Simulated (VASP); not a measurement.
**Si3C: relaxation of cell and atoms with PBE**

Crystal: Si3C.

```
Si C
1.0
     2.65171    0.00000    0.00000
     0.00000    2.65171    0.00000
     0.00000    0.00000    7.08248
Si C
3 1
Direct
  0.00000 0.00000 0.83130
  0.50000 0.50000 0.50000
  0.00000 0.00000 0.16870
  0.50000 0.50000 0.00000
```

* Program: VASP 6.6.1
* Task: relaxation of cell and atoms
* Functional: PBE
* Potentials or basis: VASP PAW PBE potentials, release 64 (Si, C)
* Cutoff: 600 eV
* k mesh: 6 × 6 × 4
* Occupations: gaussian, width 0.1 eV
* Spin: no spin polarisation
* Dipole correction: no
* Further INCAR settings: ALGO = Normal; EDIFF = 1e-06; IBRION = 2; EDIFFG = -0.04; NSW = 90; ISIF = 3

```yaml
Relaxed_volume: 12.48 Å³/atom
Relaxed_cell: a = 2.651 Å, b = 2.651 Å, c = 7.102 Å, α = 90.00°, β = 90.00°, γ = 90.00°
Space_group_after_relaxing_to_0.05_Å: P4/mmm (No. 123)
Energy_gained_by_relaxing: 0.1 meV/atom
Ionic_steps: 4
Pressure_after_relaxing: 0.1 GPa
Largest_force_after_relaxing: 0.018 eV/Å
```

Forces on the atoms (eV/Å):
```
Si   0.000  0.000  0.018
Si   0.000  0.000  0.000
Si   0.000  0.000 -0.018
C    0.000  0.000  0.000
```

Step by step:
| step | energy change (eV) | largest force (eV/Å) | pressure (GPa) | volume (Å³) |
| --- | --- | --- | --- | --- |
| 1 | 0.0000 | 0.0123 | 0.13 | 49.80 |
| 2 | -0.0002 | 0.0530 | 0.02 | 49.88 |
| 3 | -0.0002 | 0.0463 | 0.04 | 49.86 |
| 4 | -0.0004 | 0.0176 | 0.07 | 49.92 |

Final structure:
```yaml
crystal:
  lattice:
    - [2.65102, 0.00000, 0.00000]
    - [0.00000, 2.65102, 0.00000]
    - [0.00000, 0.00000, 7.10246]
  atoms:
    - { symbol: Si, position: [0.00000, 0.00000, 0.83171] }
    - { symbol: Si, position: [0.50000, 0.50000, 0.50000] }
    - { symbol: Si, position: [0.00000, 0.00000, 0.16829] }
    - { symbol: C, position: [0.50000, 0.50000, 0.00000] }
```

Levels at points of the mesh, in eV from the Fermi level:
```
           k point  band 5  band 6  band 7  band 8  band 9  band 10  band 11  band 12
(0.00, 0.00, 0.00)   -3.91   -1.06   -1.06    2.83    5.09     5.18     6.60     6.60
(0.50, 0.00, 0.00)   -6.32   -6.32   -0.35    0.41    0.93     1.09     2.47     6.97
(0.50, 0.50, 0.00)   -2.95   -2.44   -2.44   -2.18   -1.87    -1.87    -0.90    -0.37
(0.00, 0.00, 0.50)   -1.06   -1.06    0.53    2.06    3.18     5.41     6.01     6.01
(0.50, 0.00, 0.50)   -5.26   -3.27   -3.18   -2.90    0.93     4.66     5.36     6.46
(0.50, 0.50, 0.50)   -3.47   -3.28   -3.28   -1.81   -1.17     0.16     0.16     1.44
```

Run time: 68 s on 1 thread of AMD EPYC 7R13 Processor (Zen 3) (shared host), peak memory 0.15 GiB.

Caveat: the k points lie up to 0.40 Å⁻¹ apart in the final cell; the bands computed are all filled at some k points, so no gap is given.
